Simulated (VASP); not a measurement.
# Ta2Sn3 (P-3m1) in VASP: further runs, part 2 of 3

VASP 6.6.1.

## 4. Single point, PBE

The input, INCAR:

```
ALGO = Fast
EDIFF = 1E-6
ENCUT = 520
GGA = PE
ISIF = 2
ISMEAR = 0
LASPH = True
LCHARG = False
LREAL = False
LWAVE = False
NBANDS = 40
NELM = 100
PREC = Accurate
SIGMA = 0.1
```

The input, KPOINTS:

```
k-points
0
Gamma
  6 6 6
```

The input, POSCAR:

```
Ta2Sn3
1.0
    4.8945628447      0.0000000000      0.0000000000
   -2.4472814224      4.2388157640      0.0000000000
    0.0000000000      0.0000000000      5.7339616260
Ta Sn
2 3
Direct
    0.6666666667      0.3333333333      0.9056794584
    0.3333333333      0.6666666667      0.0943205416
    0.0000000000      0.0000000000      0.0000000000
    0.6666666667      0.3333333333      0.3927766850
    0.3333333333      0.6666666667      0.6072233150
```

Potentials or basis: VASP PAW PBE potentials, release 64 (Ta_pv, Sn_d).

Launch:

```bash
$ cat potpaw_PBE.64/Ta_pv/POTCAR potpaw_PBE.64/Sn_d/POTCAR > POTCAR
$ mpirun -np 1 vasp_std > vasp.out
```

OUTCAR:

```text
EDIFF = 1E-6
   ENCUT = 520
   GGA = PE
   ISIF = 2
   ISMEAR = 0
   LASPH = True
   LREAL = False
   NELM = 100
   PREC = Accurate

 ion  position               nearest neighbor table
   1  0.667  0.333  0.906-   4 2.79   3 2.88   3 2.88   3 2.88   4 2.94   2 3.03   2 3.03   2 3.03
                             5 3.30   5 3.30   5 3.30
   2  0.333  0.667  0.094-   5 2.79   3 2.88   3 2.88   3 2.88   5 2.94   1 3.03   1 3.03   1 3.03
                             4 3.30   4 3.30   4 3.30
   3  0.000  0.000  0.000-   1 2.88   2 2.88   1 2.88   2 2.88   1 2.88   2 2.88   4 3.61   5 3.61
[... 1243 lines left out ...]
  -------------------------------------------------------------------------------------
  Total       -0.0088289     -0.0088289     -0.0125083      0.0000000      0.0000000      0.0000000
  in kB       -0.1189063     -0.1189063     -0.1684601      0.0000000      0.0000000      0.0000000
  external PRESSURE =      -0.1354242 kB  Pullay stress =       0.0000000 kB

 VOLUME and BASIS-vectors are now :
 -----------------------------------------------------------------------------
  energy-cutoff  :      520.00
  volume of cell :      118.96
      direct lattice vectors                 reciprocal lattice vectors
     4.894562845  0.000000000  0.000000000     0.204308338  0.117957474  0.000000000
    -2.447281422  4.238815764  0.000000000     0.000000000  0.235914948  0.000000000
     0.000000000  0.000000000  5.733961626     0.000000000  0.000000000  0.174399493

 POSITION                                       TOTAL-FORCE (eV/Angst)
 -----------------------------------------------------------------------------------
      2.44728      1.41294      5.19313         0.000000      0.000000     -0.001000
     -0.00000      2.82588      0.54083        -0.000000     -0.000000      0.001000
      0.00000      0.00000      0.00000        -0.000000      0.000000      0.000000
      2.44728      1.41294      2.25217        -0.000000     -0.000000      0.001052
     -0.00000      2.82588      3.48180         0.000000      0.000000     -0.001052
 -----------------------------------------------------------------------------------
    total drift:                               -0.000000      0.000000     -0.000000

  FREE ENERGIE OF THE ION-ELECTRON SYSTEM (eV)
  ---------------------------------------------------
  free  energy   TOTEN  =       -34.4884048941 eV

  energy  without entropy=      -34.4699504961  energy(sigma->0) =      -34.47917770
```

OSZICAR:

```text
N       E                     dE             d eps       ncg     rms          rms(c)
DAV:   1     0.707743247200E+03    0.70774E+03   -0.32137E+04  2856   0.233E+03
DAV:   2     0.529787366758E+02   -0.65476E+03   -0.63749E+03  2720   0.643E+02
DAV:   3    -0.312763086791E+02   -0.84255E+02   -0.81064E+02  3152   0.193E+02
DAV:   4    -0.357231549989E+02   -0.44468E+01   -0.43754E+01  3392   0.452E+01
DAV:   5    -0.358696440870E+02   -0.14649E+00   -0.14630E+00  3648   0.832E+00    0.164E+01
RMM:   6    -0.347467155097E+02    0.11229E+01   -0.15373E+00  3223   0.614E+00    0.791E+00
RMM:   7    -0.344982429843E+02    0.24847E+00   -0.18528E+00  3414   0.602E+00    0.888E-01
RMM:   8    -0.344833718585E+02    0.14871E-01   -0.18124E-01  3467   0.225E+00    0.645E-01
RMM:   9    -0.344881678458E+02   -0.47960E-02   -0.73281E-02  4128   0.122E+00    0.290E-01
RMM:  10    -0.344881817332E+02   -0.13887E-04   -0.96538E-03  4152   0.498E-01    0.148E-01
RMM:  11    -0.344884296037E+02   -0.24787E-03   -0.26434E-03  4212   0.232E-01    0.809E-02
RMM:  12    -0.344883866644E+02    0.42939E-04   -0.53872E-04  3871   0.117E-01    0.168E-02
RMM:  13    -0.344884034692E+02   -0.16805E-04   -0.18343E-04  4272   0.585E-02    0.989E-03
RMM:  14    -0.344884042847E+02   -0.81550E-06   -0.26174E-05  3502   0.241E-02    0.526E-03
RMM:  15    -0.344884048941E+02   -0.60942E-06   -0.61452E-06  2995   0.131E-02
   1 F= -.34488405E+02 E0= -.34479178E+02  d E =-.184544E-01
```

stdout:

```text
POSCAR found type information on POSCAR TaSn
 POSCAR found :  2 types and       5 ions
 scaLAPACK will be used
 LDA part: xc-table for (Slater+PW92), standard interpolation
 POSCAR, INCAR and KPOINTS ok, starting setup
 FFT: planning ... GRIDC
 FFT: planning ... GRID_SOFT
 FFT: planning ... GRID
 WAVECAR not read
 entering main loop
WARNING in EDDRMM: call to ZHEGV failed, returncode =   8  4     36
```

Wall time 1.8 min (1 thread of Intel Xeon 6975P-C (Granite Rapids), shared host); peak memory 0.31 GiB.

What came out:

```
Free energy            : -34.4884 eV
Pressure               : 0.0 GPa
Band gap on the k mesh : zero (bands 32 and 33 overlap by 0.38 eV)
```

Caveat: spin-orbit coupling is left out, which moves the levels of the heavy elements.

## 5. Relaxation of cell and atoms, PBE

This run uses another cell than the first one, of 22.38 Å³/atom.

The input, INCAR:

```
ALGO = Fast ; EDIFF = 1E-6
EDIFFG = -0.08 ; ENCUT = 600
GGA = PE ; IBRION = 2
ISIF = 3 ; ISMEAR = 0
LASPH = True ; LCHARG = False
LREAL = False ; LWAVE = False
NELM = 100 ; NSW = 36
PREC = Accurate ; SIGMA = 0.2
```

The input, KPOINTS:

```
k-points
0
Gamma
  4 4 3
```

The input, POSCAR:

```
Ta2Sn3
1.0
    4.7400000000      0.0000000000      0.0000000000
   -2.3700000000      4.1049604100      0.0000000000
    0.0000000000      0.0000000000      5.7500000000
Ta Sn
2 3
Direct
    0.6666666700      0.3333333300      0.8510000000
    0.3333333300      0.6666666700      0.1490000000
    0.0000000000      0.0000000000      0.0000000000
    0.6666666700      0.3333333300      0.3520000000
    0.3333333300      0.6666666700      0.6480000000
```

Potentials or basis: VASP PAW PBE potentials, release 64 (Ta_pv, Sn_d).

Launch:

```bash
$ cat potpaw_PBE.64/Ta_pv/POTCAR potpaw_PBE.64/Sn_d/POTCAR > POTCAR
$ mpirun -np 1 vasp_std > vasp.out
```

OUTCAR:

```text
EDIFF = 1E-6
   EDIFFG = -0.08
   ENCUT = 600
   GGA = PE
   IBRION = 2
   ISIF = 3
   ISMEAR = 0
   LASPH = True
   LREAL = False
   NELM = 100
   NSW = 36
   PREC = Accurate

 ion  position               nearest neighbor table
   1  0.667  0.333  0.851-   3 2.87   3 2.87   3 2.87   4 2.87   4 2.88   5 2.98   5 2.98   5 2.98
                             2 3.23   2 3.23   2 3.23
   2  0.333  0.667  0.149-   3 2.87   3 2.87   3 2.87   5 2.87   5 2.88   4 2.98   4 2.98   4 2.98
                             1 3.23   1 3.23   1 3.23
   3  0.000  0.000  0.000-   1 2.87   2 2.87   2 2.87   1 2.87   1 2.87   2 2.87   4 3.40   5 3.40
                             4 3.40   5 3.40   4 3.40   5 3.40
   4  0.667  0.333  0.352-   1 2.87   1 2.88   2 2.98   2 2.98   2 2.98   5 3.22   5 3.22   5 3.22
                             3 3.40   3 3.40   3 3.40
   5  0.333  0.667  0.648-   2 2.87   2 2.88   1 2.98   1 2.98   1 2.98   4 3.22   4 3.22   4 3.22
                             3 3.40   3 3.40   3 3.40

  LATTYP: Found a hexagonal cell.
 ALAT       =     4.7400000000
 C/A-ratio  =     1.2130801688

  Lattice vectors:

 A1 = (   4.7400000000,   0.0000000000,   0.0000000000)
 A2 = (  -2.3700000000,   4.1049604100,   0.0000000000)
 A3 = (   0.0000000000,   0.0000000000,   5.7500000000)

Analysis of symmetry for initial positions (statically):
=====================================================================
 Subroutine PRICEL returns:
 Original cell was already a primitive cell.

 Routine SETGRP: Setting up the symmetry group for a
 hexagonal supercell.

 Subroutine GETGRP returns: Found 12 space group operations
 (whereof 12 operations were pure point group operations)
 out of a pool of 24 trial point group operations.

The static configuration has the point symmetry D_3d.

Analysis of symmetry for dynamics (positions and initial velocities):
=====================================================================
 Subroutine PRICEL returns:
 Original cell was already a primitive cell.

 Routine SETGRP: Setting up the symmetry group for a
 hexagonal supercell.

 Subroutine GETGRP returns: Found 12 space group operations
 (whereof 12 operations were pure point group operations)
 out of a pool of 24 trial point group operations.

The dynamic configuration has the point symmetry D_3d.

 Subroutine INISYM returns: Found 12 space group operations
 (whereof 12 operations are pure point group operations),
 and found     1 'primitive' translations

----------------------------------------------------------------------------------------

                                     Primitive cell

  volume of cell :     111.8807

  direct lattice vectors                    reciprocal lattice vectors
     4.740000000  0.000000000  0.000000000     0.210970464  0.121803854  0.000000000
    -2.370000000  4.104960410  0.000000000     0.000000000  0.243607709  0.000000000
     0.000000000  0.000000000  5.750000000     0.000000000  0.000000000  0.173913043

  length of vectors
     4.740000000  4.739999997  5.750000000     0.243607709  0.243607709  0.173913043

  position of ions in fractional coordinates (direct lattice)
     0.666666670  0.333333330  0.851000000
     0.333333330  0.666666670  0.149000000
     0.000000000  0.000000000  0.000000000
     0.666666670  0.333333330  0.352000000
     0.333333330  0.666666670  0.648000000

  ion indices of the primitive-cell ions
   primitive index   ion index
                 1           1
                 2           2
                 3           3
                 4           4
                 5           5
[... 38 lines left out ...]
   k-points           NKPTS =      9   k-points in BZ     NKDIM =      9   number of bands    NBANDS=     38
   number of dos      NEDOS =    301   number of ions     NIONS =      5
   total plane-waves  NPLWV =  76800
   dimension x,y,z NGX =    40 NGY =   40 NGZ =   48
   dimension x,y,z NGXF=    80 NGYF=   80 NGZF=   96
   ions per type =               2   3
   NGX,Y,Z   is equivalent  to a cutoff of  14.03, 14.03, 13.88 a.u.
   NGXF,Y,Z  is equivalent  to a cutoff of  28.06, 28.06, 27.76 a.u.
 SYSTEM =  unknown system
   PREC   = accura    normal or accurate (medium, high low for compatibility)
   ISTART =      0    job   : 0-new  1-cont  2-samecut
   ICHARG =      2    charge: 1-file 2-atom 10-const
   ISPIN  =      1    spin polarized calculation?
   LNONCOLLINEAR =      F non collinear calculations
   LSORBIT =      F    spin-orbit coupling
   LASPH  =      T    aspherical Exc in radial PAW
   ENCUT  =  600.0 eV  44.10 Ry    6.64 a.u.   9.47  9.47 11.48*2*pi/ulx,y,z
   NELM   =    100;   NELMIN=  2; NELMDL= -5     # of ELM steps
   EDIFF  = 0.1E-05   stopping-criterion for ELM
   LREAL  =      F    real-space projection
   EDIFFG = -.8E-01   stopping-criterion for IOM
   NSW    =     36    number of steps for IOM
   IBRION =      2    ionic relax: 0-MD 1-quasi-New 2-CG
   NFREE  =      1    steps in history (QN), initial steepest desc. (CG)
   ISIF   =      3    stress and relaxation
   ISYM   =      2    0-nonsym 1-usesym 2-fastsym
   POTIM  = 0.5000    time-step for ionic-motion
   TEBEG  =    0.0;   TEEND  =   0.0 temperature during run
   PSTRESS=    0.0 pullay stress
   NELECT =      64.0000    total number of electrons
   NUPDOWN=      -1.0000    fix difference up-down
   EMIN   =  10.00;   EMAX   =-10.00  energy-range for DOS
   EFERMI =   0.00;   METHOD = LEGACY
   ISMEAR =     0;   SIGMA  =   0.20  broadening in eV -4-tet -1-fermi 0-gaus
   EFERMI_NEDOS =   21; number of points for ismear=-14 and -15
   IALGO  =     68    algorithm
   IMIX   =      4    mixing-type and parameters
     AMIX     =   0.40;   BMIX     =  1.00
     AMIX_MAG =   1.60;   BMIX_MAG =  1.00
  volume/ion in A,a.u.               =      22.38       151.00
  Fermi-wavevector in a.u.,A,eV,Ry     =   1.358991  2.568120 25.127992  1.846855
  Thomas-Fermi vector in A             =   2.485777
   LORBIT       =      0    0 simple, 1 ext, 2 COOP (PROOUT), +10 PAW based schemes
   GGA     = PE    functional components
   LHFCALC =     F    Hartree Fock is set to
   AEXX    =    0.0000 exact exchange contribution
   IVDW    =     0    specifies the selected vdW correction
   LEPSILON=     F    determine dielectric tensor
   LRPA    =     F    only Hartree local field effects (RPA)
 conjugate gradient relaxation of ions
 non-spin polarized calculation
 RMM-DIIS sequential band-by-band and
 Gauss-broadening in eV      SIGMA  =   0.20
  energy-cutoff  :      600.00
  volume of cell :      111.88
 maximum number of plane-waves:      3773
 NGX is ok and might be reduce to    40
   NGX = 19   NGY = 19   NGZ = 23

--------------------------------------- Ionic step        1  -------------------------------------------

 number of electron      64.0000006 magnetization

 Free energy of the ion-electron system (eV)
  ---------------------------------------------------
  ext. energy  EPLUGINS =         0.00000000
  ---------------------------------------------------
  free energy    TOTEN  =       -33.40629222 eV

  energy without entropy =      -33.28515813  energy(sigma->0) =      -33.34572517

------------------------ aborting loop because EDIFF is reached ----------------------------------------

  FORCE on cell =-STRESS in cart. coord.  units (eV):
  Direction    XX          YY          ZZ          XY          YZ          ZX
  --------------------------------------------------------------------------------------
  -------------------------------------------------------------------------------------
  Total        4.8793543      4.8793543     -0.2306788     -0.0000000      0.0000000      0.0000000
  in kB       69.8743491     69.8743490     -3.3034142     -0.0000000      0.0000000      0.0000000
  external PRESSURE =      45.4817613 kB  Pullay stress =       0.0000000 kB
[... 98 lines left out ...]
  FREE ENERGIE OF THE ION-ELECTRON SYSTEM (eV)
  ---------------------------------------------------
  free  energy   TOTEN  =       -33.9364803365 eV

  energy  without entropy=      -33.8690747757  energy(sigma->0) =      -33.90277756

[... ionic steps 4 to 10 ...]

--------------------------------------- Ionic step       11  -------------------------------------------

 number of electron      64.0000006 magnetization

------------------------ aborting loop because EDIFF is reached ----------------------------------------
[... 73 lines left out ...]
--------------------------------------- Ionic step       13  -------------------------------------------

 number of electron      64.0000006 magnetization

 Free energy of the ion-electron system (eV)
  ---------------------------------------------------
  ext. energy  EPLUGINS =         0.00000000
  ---------------------------------------------------
  free energy    TOTEN  =       -34.61564447 eV

  energy without entropy =      -34.57879779  energy(sigma->0) =      -34.59722113

 E-fermi :   7.5004     XC(G=0): -10.9055

 val. band max:        7.3453237627   @ k =   0.5000  -0.0000   0.0000
 cond. band min:       7.6058763874   @ k =   0.5000  -0.0000   0.0000
 fundamental gap:      0.2605526247
 Fermi energy:         7.5003858780

 k-point     1 :       0.0000    0.0000    0.0000
  band No.  band energies     occupation
      1     -27.2798      2.00000
      2     -27.2582      2.00000
      3     -27.2452      2.00000
      4     -27.2452      2.00000
      5     -26.9792      2.00000
      6     -26.9792      2.00000
[... 390 lines left out ...]
  FREE ENERGIE OF THE ION-ELECTRON SYSTEM (eV)
  ---------------------------------------------------
  free  energy   TOTEN  =       -34.6156444677 eV

  energy  without entropy=      -34.5787977926  energy(sigma->0) =      -34.59722113

 reached required accuracy - stopping structural energy minimisation
```

CONTCAR:

```text
Ta2Sn3
   1.00000000000000
     4.8969166072456121   -0.0000000000000000   -0.0000000000000000
    -2.4484583036228060    4.2408541778289299    0.0000000000000000
    -0.0000000000000000   -0.0000000000000000    5.7136066903214555
  Ta              Sn
     2     3
Direct
     0.6666666699999979    0.3333333300000021    0.9062495974186794
     0.3333333300000021    0.6666666699999979    0.0937504025813206
     0.0000000000000000    1.0000000000000000    1.0000000000000000
     0.6666666699999979    0.3333333300000021    0.3949482290247662
     0.3333333300000021    0.6666666699999979    0.6050517709752340

  0.00000000E+00  0.00000000E+00  0.00000000E+00
  0.00000000E+00  0.00000000E+00  0.00000000E+00
  0.00000000E+00  0.00000000E+00  0.00000000E+00
  0.00000000E+00  0.00000000E+00  0.00000000E+00
  0.00000000E+00  0.00000000E+00  0.00000000E+00
```

Wall time 4.6 min (1 thread of Intel Xeon 6975P-C (Granite Rapids), shared host); peak memory 0.3 GiB.

What came out:

```
Free energy                           : -34.6156 eV
Relaxed volume                        : 23.73 Å³/atom
Relaxed cell                          : a = 4.897 Å, b = 4.897 Å, c = 5.714 Å, α = 90.00°, β = 90.00°, γ = 120.00°
Space group after relaxing (to 0.1 Å) : P-3m1 (No. 164)
Energy gained by relaxing             : 241.9 meV/atom
Ionic steps                           : 13
Pressure after relaxing               : 0.0 GPa
Largest force after relaxing          : 0.049 eV/Å
Band gap on the k mesh                : zero (bands 32 and 33 overlap by 0.39 eV)
```

Forces on the atoms (eV/Å):
```
Ta   0.000  0.000  0.049
Ta   0.000  0.000 -0.049
Sn   0.000  0.000  0.000
Sn   0.000  0.000  0.025
Sn   0.000  0.000 -0.025
```

The path:
```tsv
step	energy change (eV)	largest force (eV/Å)	pressure (GPa)	volume (Å³)
1	0.0000	2.0771	4.55	111.88
2	-0.5236	1.5591	-4.16	122.39
3	-0.5302	1.4666	-4.79	123.45
4	-0.8345	1.5912	-0.28	119.56
5	-0.8349	1.6392	-0.02	119.38
6	-1.1334	0.8972	2.11	116.75
7	-1.1521	0.6625	3.08	115.96
8	-1.1830	0.2344	-2.35	121.34
9	-1.2032	0.2283	-0.40	119.18
10	-1.2080	0.1043	-0.12	118.80
11	-1.2089	0.0843	0.06	118.57
12	-1.2089	0.0803	0.06	118.58
13	-1.2094	0.0486	0.02	118.66
```

Final structure:
```yaml
crystal:
  lattice:
    - [4.89692, 0.00000, 0.00000]
    - [-2.44846, 4.24085, 0.00000]
    - [0.00000, 0.00000, 5.71361]
  atoms:
    - { symbol: Ta, position: [0.66667, 0.33333, 0.90625] }
    - { symbol: Ta, position: [0.33333, 0.66667, 0.09375] }
    - { symbol: Sn, position: [0.00000, 0.00000, 0.00000] }
    - { symbol: Sn, position: [0.66667, 0.33333, 0.39495] }
    - { symbol: Sn, position: [0.33333, 0.66667, 0.60505] }
```

Caveat: the k points lie up to 0.37 Å⁻¹ apart in the final cell; spin-orbit coupling is left out, which moves the levels of the heavy elements; the relaxation stopped at a loose force limit of 0.08 eV/Å, so its end isn't a converged minimum.

(Continued in part 3 of 3.)
